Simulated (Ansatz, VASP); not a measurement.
# One calculation of Li4Ge2B, two programs

```
Li Ge B
1.0
     2.02527    1.16929    6.61066
    -2.02527    1.16929    6.61066
     0.00000   -2.33858    6.61066
Li Ge B
4 2 1
Cartesian
  0.0000 0.0000 3.2643
  0.0000 0.0000 6.2284
  0.0000 0.0000 0.4172
  0.0000 0.0000 8.9172
  0.0000 0.0000 11.4289
  0.0000 0.0000 14.7606
  0.0000 0.0000 17.0159
```

Alike in both runs: functional PBE; k mesh 6 × 6 × 6; occupations gaussian, width 0.1 eV; no spin polarisation.

Ansatz relaxed the structure, and its values are those at the end. VASP's run is a single point on that final structure, the one shown.

|  | VASP | Ansatz |
| --- | --- | --- |
| version | VASP 6.6.1 | Ansatz 0.2.0 |
| potentials or method | VASP PAW PBE potentials, release 64 (Li_sv, Ge_d, B), cutoff 520 eV | scalar-relativistic, plane waves, PAW |
| valence electrons in the cell | 43 | 43 |

```tsv
	VASP	Ansatz	Ansatz less VASP
gap on the k mesh at the Fermi level (eV)	none	none	-
rms of the force components (eV/Å)	0.008	0.008	+0.0002
```

A gap of «none» marks a metal or a gap that the smearing closes. The functional is the same, so the differences come from potentials, cutoffs and numerics.

Noted on VASP's run: the cutoff is under 1.25 times that of the potentials, so the pressure is a little rough.
